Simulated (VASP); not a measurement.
# ZrSc (P-6m2) in VASP: vibrations by perturbation theory with LDA

Aim: the vibrations by perturbation theory of ZrSc with LDA.

All numbers are computed with VASP 6.6.1; they aren't measurements. Logs are shortened: lines on timing, memory, paths and dates and some standing lists are left out, and cuts for length are marked.

## 1. The cell of the first run

It takes space group P-6m2 (No. 187, hexagonal). The conventional cell has a = 3.151 Å, b = 3.151 Å, c = 5.021 Å, α = 90.00°, β = 90.00°, γ = 120.00°. Zr (site symmetry -6m2) has 6 Sc at 3.10 Å and 6 Zr at 3.15 Å within 4.1 Å. Within 4.1 Å of Sc (site symmetry -6m2) lie 6 Zr at 3.10 Å and 6 Sc at 3.15 Å.

## 2. Vibrations by perturbation theory, LDA (21.59 Å³/atom)

INCAR

```
PREC = Accurate ; ENCUT = 520
EDIFF = 1E-8 ; ISMEAR = -1
SIGMA = 0.15 ; LREAL = F
LASPH = T ; NELM = 80
ALGO = Normal ; ISIF = 2
LWAVE = F ; LCHARG = F
NBANDS = 18 ; IBRION = 8
NSW = 1
```

KPOINTS

```
regular mesh
0
Gamma
  15 15 8
```

POSCAR

```
ZrSc
1.0
    3.1514221788      0.0000000000      0.0000000000
   -1.5757110894      2.7292116649      0.0000000000
    0.0000000000      0.0000000000      5.0207273077
Zr Sc
1 1
Direct
    0.6666666667      0.3333333333      0.0000000000
    0.0000000000      0.0000000000      0.5000000000
```

Potentials or basis: VASP PAW LDA potentials, release 64 (Zr_sv, Sc_sv).

Launch:

```
cat potpaw_LDA.64/Zr_sv/POTCAR potpaw_LDA.64/Sc_sv/POTCAR > POTCAR
mpirun -np 1 vasp_std > vasp.out
```

OUTCAR:

```text
PREC = Accurate
   ENCUT = 520
   EDIFF = 1E-8
   ISMEAR = -1
   LREAL = F
   LASPH = T
   NELM = 80
   ISIF = 2
   IBRION = 8
   NSW = 1

 ion  position               nearest neighbor table
   1  0.667  0.333  0.000-   2 3.10   2 3.10   2 3.10   2 3.10   2 3.10   2 3.10
   2  0.000  0.000  0.500-   1 3.10   1 3.10   1 3.10   1 3.10   1 3.10   1 3.10

  LATTYP: Found a hexagonal cell.
 ALAT       =     3.1514221788
 C/A-ratio  =     1.5931623955

  Lattice vectors:

 A1 = (   3.1514221788,   0.0000000000,   0.0000000000)
 A2 = (  -1.5757110894,   2.7292116649,   0.0000000000)
 A3 = (   0.0000000000,   0.0000000000,   5.0207273077)

Analysis of symmetry for initial positions (statically):
=====================================================================
 Subroutine PRICEL returns:
 Original cell was already a primitive cell.

 Routine SETGRP: Setting up the symmetry group for a
 hexagonal supercell.

 Subroutine GETGRP returns: Found 12 space group operations
 (whereof 12 operations were pure point group operations)
 out of a pool of 24 trial point group operations.

The static configuration has the point symmetry D_3h.

Analysis of symmetry for dynamics (positions and initial velocities):
=====================================================================
 Subroutine PRICEL returns:
 Original cell was already a primitive cell.

 Routine SETGRP: Setting up the symmetry group for a
 hexagonal supercell.

 Subroutine GETGRP returns: Found 12 space group operations
 (whereof 12 operations were pure point group operations)
 out of a pool of 24 trial point group operations.

The dynamic configuration has the point symmetry D_3h.

 Subroutine INISYM returns: Found 12 space group operations
 (whereof 12 operations are pure point group operations),
 and found     1 'primitive' translations

----------------------------------------------------------------------------------------

                                     Primitive cell

  volume of cell :      43.1828

  direct lattice vectors                    reciprocal lattice vectors
     3.151422179  0.000000000  0.000000000     0.317317053  0.183203086  0.000000000
    -1.575711089  2.729211665  0.000000000     0.000000000  0.366406172  0.000000000
     0.000000000  0.000000000  5.020727308     0.000000000  0.000000000  0.199174330

  length of vectors
     3.151422179  3.151422179  5.020727308     0.366406172  0.366406172  0.199174330

  position of ions in fractional coordinates (direct lattice)
     0.666666667  0.333333333  0.000000000
     0.000000000  0.000000000  0.500000000

  ion indices of the primitive-cell ions
   primitive index   ion index
                 1           1
                 2           2

----------------------------------------------------------------------------------------

 KPOINTS: regular mesh

Automatic generation of k-mesh.
 Grid dimensions read from file:
 generate k-points for:   15   15    8

 Generating k-lattice:

  Cartesian coordinates                     Fractional coordinates (reciprocal lattice)
     0.021154470  0.012213539  0.000000000     0.066666667  0.000000000  0.000000000
     0.000000000  0.024427078  0.000000000     0.000000000  0.066666667  0.000000000
     0.000000000  0.000000000  0.024896791     0.000000000  0.000000000  0.125000000

  Length of vectors
     0.024427078  0.024427078  0.024896791

  Shift w.r.t. Gamma in fractional coordinates (k-lattice)
     0.000000000  0.000000000  0.000000000

 Subroutine IBZKPT returns following result:
[... 72 lines left out ...]
  Thomas-Fermi vector in A             =   2.456372
   LORBIT       =      0    0 simple, 1 ext, 2 COOP (PROOUT), +10 PAW based schemes
   GGA     = CA    functional components
   LHFCALC =     F    Hartree Fock is set to
   AEXX    =    0.0000 exact exchange contribution
   IVDW    =     0    specifies the selected vdW correction
   LEPSILON=     F    determine dielectric tensor
   LRPA    =     F    only Hartree local field effects (RPA)
 non-spin polarized calculation
  energy-cutoff  :      520.00
  volume of cell :       43.18
 maximum number of plane-waves:      1194
 NGX is ok and might be reduce to    24
   NGX = 11   NGY = 11   NGZ = 19

--------------------------------------- Ionic step        1  -------------------------------------------

 number of electron      23.0000002 magnetization

 Free energy of the ion-electron system (eV)
  ---------------------------------------------------
  ext. energy  EPLUGINS =         0.00000000
  ---------------------------------------------------
  free energy    TOTEN  =       -16.11630136 eV

  energy without entropy =      -15.91325044  energy(sigma->0) =      -16.01477590

 E-fermi :   6.8704     XC(G=0): -11.1790

 val. band max:        6.8690681270   @ k =   0.2667   0.0667   0.5000
 cond. band min:       6.8758080491   @ k =   0.3333   0.2000   0.5000
 fundamental gap:      0.0067399220
 Fermi energy:         6.8703874827

 k-point     1 :       0.0000    0.0000    0.0000
  band No.  band energies     occupation
      1     -41.5471      2.00000
      2     -41.2732      2.00000
      3     -20.7382      2.00000
      4     -20.2862      2.00000
      5     -20.2862      2.00000
      6     -19.3839      2.00000
[... 481 lines left out ...]
      5     -20.4963      2.00000
      6     -19.7829      2.00000
[... 10 lines left out ...]
     17      11.5362      0.00000
     18      11.6547      0.00000

 [... further k-points ...]

------------------------ aborting loop because EDIFF is reached ----------------------------------------

  FORCE on cell =-STRESS in cart. coord.  units (eV):
  Direction    XX          YY          ZZ          XY          YZ          ZX
  --------------------------------------------------------------------------------------
  -------------------------------------------------------------------------------------
  Total        0.4825798      0.4825798      0.5012741      0.0000000     -0.0000000     -0.0000000
  in kB       17.9047928     17.9047928     18.5983925      0.0000000     -0.0000000     -0.0000000
  external PRESSURE =      18.1359927 kB  Pullay stress =       0.0000000 kB

 VOLUME and BASIS-vectors are now :
 -----------------------------------------------------------------------------
  energy-cutoff  :      520.00
  volume of cell :       43.18
      direct lattice vectors                 reciprocal lattice vectors
     3.151422179  0.000000000  0.000000000     0.317317053  0.183203086  0.000000000
    -1.575711089  2.729211665  0.000000000     0.000000000  0.366406172  0.000000000
     0.000000000  0.000000000  5.020727308     0.000000000  0.000000000  0.199174330

 POSITION                                       TOTAL-FORCE (eV/Angst)
 -----------------------------------------------------------------------------------
      1.57571      0.90974      0.00000         0.000000      0.000000      0.000000
      0.00000      0.00000      2.51036        -0.000000      0.000000      0.000000
 -----------------------------------------------------------------------------------
    total drift:                               -0.000000      0.000000      0.000000

  FREE ENERGIE OF THE ION-ELECTRON SYSTEM (eV)
  ---------------------------------------------------
  free  energy   TOTEN  =       -16.1163013614 eV

  energy  without entropy=      -15.9132504430  energy(sigma->0) =      -16.01477590

[... ionic steps 2 to 3 ...]

--------------------------------------- Ionic step        4  -------------------------------------------

------------------------ aborting loop because EDIFF is reached ----------------------------------------
[... 11 lines left out ...]
[... ionic steps 8 to 8 ...]

--------------------------------------- Ionic step        9  -------------------------------------------

 Free energy of the ion-electron system (eV)
  ---------------------------------------------------
  ---------------------------------------------------
  free energy    TOTEN  =        -0.79796088 eV

  energy without entropy =       -0.79796087

------------------------ aborting loop because EDIFF is reached ----------------------------------------

 INTERNAL STRAIN TENSOR  FOR ION    2  DIRECTION 3   (eV/Angst):
 -----------------------------------------------------------------------------
    -0.01806 -0.00000 -0.00000
     0.00000 -0.01806  0.00000
     0.00000  0.00000  0.03964

 INTERNAL STRAIN TENSOR FOR ION    2 for displacements in x,y,z  (eV/Angst):
          X           Y           Z          XY          YZ          ZX
  --------------------------------------------------------------------------------
  x     0.00000    -0.00000     0.00000     1.71838     0.00000     0.00000
  y     1.71838    -1.71838     0.00000     0.00000     0.00000     0.00000
  z     0.00000     0.00000     0.00000     0.00000     0.00000     0.00000

 SECOND DERIVATIVES (NOT SYMMETRIZED)
 ------------------------------------
               1X          1Y          1Z          2X          2Y          2Z
  1X    -1.147299    0.000000    0.000000    1.147299    0.000000    0.000000
  1Y     0.000000   -1.147299    0.000000    0.000000    1.147299    0.000000
  1Z    -0.000000   -0.000000   -1.711537    0.000000    0.000000    1.711537
  2X     1.151754    0.000000    0.000000   -1.151754    0.000000    0.000000
  2Y    -0.000000    1.151754    0.000000    0.000000   -1.151754    0.000000
  2Z     0.000000    0.000000    3.565712    0.000000    0.000000   -3.565712

 Eigenvectors and eigenvalues of the dynamical matrix
 ----------------------------------------------------

   1 f  =    4.947878 THz    31.088434 2PiTHz  165.043445 cm-1    20.462770 meV
             X         Y         Z           dx          dy          dz
      1.575711  0.909737  0.000000     0.000000    0.000000   -0.451585
      0.000000  0.000000  2.510364     0.000000    0.000000    0.892228
[... 21 lines left out ...]
   6 f/i=    0.715080 THz     4.492980 2PiTHz   23.852503 cm-1     2.957332 meV
             X         Y         Z           dx          dy          dz
      1.575711  0.909737  0.000000     0.000000    0.000000    0.892228
      0.000000  0.000000  2.510364     0.000000    0.000000    0.451585

--------------------------------------------------------------------------------------------------------

 ELASTIC MODULI CONTR FROM IONIC RELAXATION (kBar)
 Direction    XX          YY          ZZ          XY          YZ          ZX
 --------------------------------------------------------------------------------
 XX         -63.7552     63.7552      0.0000     -0.0000      0.0000      0.0000
 YY          63.7552    -63.7552      0.0000      0.0000      0.0000      0.0000
 ZZ           0.0000      0.0000      0.0000      0.0000      0.0000      0.0000
 XY          -0.0000      0.0000      0.0000    -63.7552      0.0000      0.0000
 YZ           0.0000      0.0000      0.0000      0.0000      0.0000      0.0000
 ZX           0.0000      0.0000      0.0000      0.0000      0.0000      0.0000
 --------------------------------------------------------------------------------
```

It took 48 min on 1 thread of Intel Xeon 8259CL, shared host; peak memory 0.94 GiB.

Results:

| Property | Result |
| --- | --- |
| Highest phonon frequency at Γ | 165 cm⁻¹ |
| Most unstable mode | 24i cm⁻¹ |

Phonon frequencies in cm⁻¹ (negative: imaginary):
```
              q point          frequencies
(0.000, 0.000, 0.000)  -24 0 0 102 102 165
```

Caveat: the cell stands under pressure or tension, which shifts response properties; some modes are imaginary.
